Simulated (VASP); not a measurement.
# GaP (F-43m) in VASP: a series of runs

GaP is run at these levels: r2SCAN; tasks: single point.

Everything below comes from runs of VASP 6.6.1. Logs are shortened: lines on timing, memory, paths and dates and some standing lists are left out, and cuts for length are marked.

### 1 The cell of the first run

Symmetry: F-43m, No. 216, cubic system. The conventional cell has a = 5.222 Å, b = 5.222 Å, c = 5.222 Å, α = 90.00°, β = 90.00°, γ = 90.00°. Ga (site symmetry -43m) has 4 P at 2.26 Å within 3.0 Å. P (site symmetry -43m) has 4 Ga at 2.26 Å within 3.0 Å.

### 2 Single point, r2SCAN

POSCAR reads:

```
GaP
1.0
    0.0000000000      2.6107980933      2.6107980933
    2.6107980933      0.0000000000      2.6107980933
    2.6107980933      2.6107980933      0.0000000000
Ga P
1 1
Direct
    0.0000000000      0.0000000000      0.0000000000
    0.7500000000      0.7500000000      0.7500000000
```

INCAR.step1 reads:

```
PREC = Accurate
ENCUT = 520
ISMEAR = 0
SIGMA = 0.01
LREAL = False
LASPH = True
NELM = 60
NBANDS = 16
GGA = PE
ALGO = Normal
EDIFF = 1E-4
LWAVE = True
LCHARG = False
```

INCAR.step2 reads:

```
PREC = Accurate
ENCUT = 520
EDIFF = 1E-6
ISMEAR = 0
SIGMA = 0.01
LREAL = False
LASPH = True
NELM = 60
ALGO = Normal
ISIF = 2
LWAVE = False
LCHARG = False
METAGGA = R2SCAN
LMIXTAU = True
NBANDS = 16
ISTART = 1
```

KPOINTS reads:

```
regular mesh
0
Gamma
  8 8 8
```

Potentials or basis: VASP PAW PBE potentials, release 64 (Ga_d, P).

On the command line:

```sh
cat potpaw_PBE.64/Ga_d/POTCAR potpaw_PBE.64/P/POTCAR > POTCAR
cp INCAR.step1 INCAR
mpirun -np 1 vasp_std > vasp.out
cp INCAR.step2 INCAR
mpirun -np 1 vasp_std > vasp.out
```

OUTCAR:

```text
PREC = Accurate
   ENCUT = 520
   EDIFF = 1E-6
   ISMEAR = 0
   LREAL = False
   LASPH = True
   NELM = 60
   ISIF = 2
   METAGGA = R2SCAN
   ISTART = 1

 ion  position               nearest neighbor table
   1  0.000  0.000  0.000-   2 2.26   2 2.26   2 2.26   2 2.26
   2  0.750  0.750  0.750-   1 2.26   1 2.26   1 2.26   1 2.26

  LATTYP: Found a face centered cubic cell.
 ALAT       =     5.2215961866

  Lattice vectors:

 A1 = (   0.0000000000,   2.6107980933,   2.6107980933)
 A2 = (   2.6107980933,   0.0000000000,   2.6107980933)
 A3 = (   2.6107980933,   2.6107980933,   0.0000000000)

Analysis of symmetry for initial positions (statically):
=====================================================================
 Subroutine PRICEL returns:
 Original cell was already a primitive cell.

 Routine SETGRP: Setting up the symmetry group for a
 face centered cubic supercell.

 Subroutine GETGRP returns: Found 24 space group operations
 (whereof 24 operations were pure point group operations)
 out of a pool of 48 trial point group operations.

The static configuration has the point symmetry T_d .

Analysis of symmetry for dynamics (positions and initial velocities):
=====================================================================
 Subroutine PRICEL returns:
 Original cell was already a primitive cell.

 Routine SETGRP: Setting up the symmetry group for a
 face centered cubic supercell.

 Subroutine GETGRP returns: Found 24 space group operations
 (whereof 24 operations were pure point group operations)
 out of a pool of 48 trial point group operations.

The dynamic configuration has the point symmetry T_d .

 Subroutine INISYM returns: Found 24 space group operations
 (whereof 24 operations are pure point group operations),
 and found     1 'primitive' translations

----------------------------------------------------------------------------------------

                                     Primitive cell

  volume of cell :      35.5918

  direct lattice vectors                    reciprocal lattice vectors
     0.000000000  2.610798093  2.610798093    -0.191512320  0.191512320  0.191512320
     2.610798093  0.000000000  2.610798093     0.191512320 -0.191512320  0.191512320
     2.610798093  2.610798093  0.000000000     0.191512320  0.191512320 -0.191512320

[... 74 lines left out ...]
   PREC   = accura    normal or accurate (medium, high low for compatibility)
   ISTART =      1    job   : 0-new  1-cont  2-samecut
   ICHARG =      0    charge: 1-file 2-atom 10-const
   ISPIN  =      1    spin polarized calculation?
   LNONCOLLINEAR =      F non collinear calculations
   LSORBIT =      F    spin-orbit coupling
   LASPH  =      T    aspherical Exc in radial PAW
   ENCUT  =  520.0 eV  38.22 Ry    6.18 a.u.   6.87  6.87  6.87*2*pi/ulx,y,z
   NELM   =     60;   NELMIN=  2; NELMDL=  0     # of ELM steps
   EDIFF  = 0.1E-05   stopping-criterion for ELM
   LREAL  =      F    real-space projection
   EDIFFG = 0.1E-04   stopping-criterion for IOM
   NSW    =      0    number of steps for IOM
   IBRION =     -1    ionic relax: 0-MD 1-quasi-New 2-CG
   NFREE  =      0    steps in history (QN), initial steepest desc. (CG)
   ISIF   =      2    stress and relaxation
   ISYM   =      2    0-nonsym 1-usesym 2-fastsym
   POTIM  = 0.5000    time-step for ionic-motion
   TEBEG  =    0.0;   TEEND  =   0.0 temperature during run
   PSTRESS=    0.0 pullay stress
   NELECT =      18.0000    total number of electrons
   NUPDOWN=      -1.0000    fix difference up-down
   EMIN   =  10.00;   EMAX   =-10.00  energy-range for DOS
   EFERMI =   0.00;   METHOD = LEGACY
   ISMEAR =     0;   SIGMA  =   0.01  broadening in eV -4-tet -1-fermi 0-gaus
   EFERMI_NEDOS =   21; number of points for ismear=-14 and -15
   IALGO  =     38    algorithm
   IMIX   =      4    mixing-type and parameters
     AMIX     =   0.40;   BMIX     =  1.00
     AMIX_MAG =   1.60;   BMIX_MAG =  1.00
  volume/ion in A,a.u.               =      17.80       120.09
  Fermi-wavevector in a.u.,A,eV,Ry     =   1.304315  2.464797 23.146731  1.701237
  Thomas-Fermi vector in A             =   2.435259
   LORBIT       =      0    0 simple, 1 ext, 2 COOP (PROOUT), +10 PAW based schemes
   METAGGA = R2SCAN    functional components
   LHFCALC =     F    Hartree Fock is set to
   AEXX    =    0.0000 exact exchange contribution
   IVDW    =     0    specifies the selected vdW correction
   LEPSILON=     F    determine dielectric tensor
   LRPA    =     F    only Hartree local field effects (RPA)
 non-spin polarized calculation
 Gauss-broadening in eV      SIGMA  =   0.01
  energy-cutoff  :      520.00
  volume of cell :       35.59
 maximum number of plane-waves:       982
   NGX = 13   NGY = 13   NGZ = 13

 number of electron      18.0000014 magnetization

 Free energy of the ion-electron system (eV)
  ---------------------------------------------------
  ext. energy  EPLUGINS =         0.00000000
  ---------------------------------------------------
  free energy    TOTEN  =       -21.25881910 eV

  energy without entropy =      -21.25881910  energy(sigma->0) =      -21.25881910

 E-fermi :   6.0205     XC(G=0): -11.1938

 val. band max:        5.8866851321   @ k =   0.0000   0.0000   0.0000
 cond. band min:       7.5008793903   @ k =   0.5000   0.5000   0.0000
 fundamental gap:      1.6141942582
 Fermi energy:         6.0204673045

 k-point     1 :       0.0000    0.0000    0.0000
  band No.  band energies     occupation
      1      -9.3917      2.00000
      2      -9.3917      2.00000
      3      -9.3917      2.00000
      4      -9.2291      2.00000
      5      -9.2291      2.00000
      6      -8.2207      2.00000
[... 433 lines left out ...]
      3      -9.3224      2.00000
      4      -9.2389      2.00000
      5      -9.2176      2.00000
      6      -5.0776      2.00000
[... 8 lines left out ...]
     15      19.0133      0.00000
     16      19.9663      0.00000

 [... further k-points ...]
[... 5 lines left out ...]
  --------------------------------------------------------------------------------------
  -------------------------------------------------------------------------------------
  Total        3.3291429      3.3291429      3.3291429      0.0000000      0.0000000      0.0000000
  in kB      149.8625670    149.8625670    149.8625670      0.0000000      0.0000000      0.0000000
  external PRESSURE =     149.8625670 kB  Pullay stress =       0.0000000 kB

 VOLUME and BASIS-vectors are now :
 -----------------------------------------------------------------------------
  energy-cutoff  :      520.00
  volume of cell :       35.59
      direct lattice vectors                 reciprocal lattice vectors
     0.000000000  2.610798093  2.610798093    -0.191512320  0.191512320  0.191512320
     2.610798093  0.000000000  2.610798093     0.191512320 -0.191512320  0.191512320
     2.610798093  2.610798093  0.000000000     0.191512320  0.191512320 -0.191512320

 POSITION                                       TOTAL-FORCE (eV/Angst)
 -----------------------------------------------------------------------------------
      0.00000      0.00000      0.00000         0.000000      0.000000      0.000000
      3.91620      3.91620      3.91620        -0.000000     -0.000000     -0.000000
 -----------------------------------------------------------------------------------
    total drift:                               -0.000013     -0.000013     -0.000013

  FREE ENERGIE OF THE ION-ELECTRON SYSTEM (eV)
  ---------------------------------------------------
  free  energy   TOTEN  =       -21.2588190975 eV

  energy  without entropy=      -21.2588190975  energy(sigma->0) =      -21.25881910
```

OSZICAR.step1:

```text
N       E                     dE             d eps       ncg     rms          rms(c)
DAV:   1     0.814566360702E+02    0.81457E+02   -0.90324E+03   968   0.169E+03
DAV:   2    -0.294905120282E+01   -0.84406E+02   -0.79958E+02  1072   0.322E+02
DAV:   3    -0.905971597194E+01   -0.61107E+01   -0.60917E+01  1136   0.662E+01
DAV:   4    -0.915052272919E+01   -0.90807E-01   -0.90776E-01  1160   0.857E+00
DAV:   5    -0.915205595468E+01   -0.15332E-02   -0.15332E-02  1152   0.999E-01    0.493E+00
DAV:   6    -0.887664061251E+01    0.27542E+00   -0.38899E-01  1448   0.123E+01    0.335E+00
DAV:   7    -0.883774934798E+01    0.38891E-01   -0.12510E-01  1240   0.262E+00    0.126E+00
DAV:   8    -0.883785234320E+01   -0.10300E-03   -0.14832E-02  1112   0.153E+00    0.320E-01
DAV:   9    -0.883822170608E+01   -0.36936E-03   -0.13874E-03  1184   0.459E-01    0.697E-02
DAV:  10    -0.883825997978E+01   -0.38274E-04   -0.87824E-05   920   0.155E-01
   1 F= -.88382600E+01 E0= -.88382600E+01  d E =-.133859E-73
```

It took 62 s on 1 thread of Intel Xeon Platinum 8259CL at 2.50GHz (Skylake/Cascade Lake), shared host; peak memory 0.17 GiB.

Results:

- Free energy: -21.2588 eV
- Pressure: 15.0 GPa
- Band gap on the k mesh: 1.61 eV (least direct gap 3.50 eV)

Caveat: the cell stands under pressure; the PAW data sets were made with another functional, which shifts forces and pressure a little.

(Continued in part 2 of 2.)
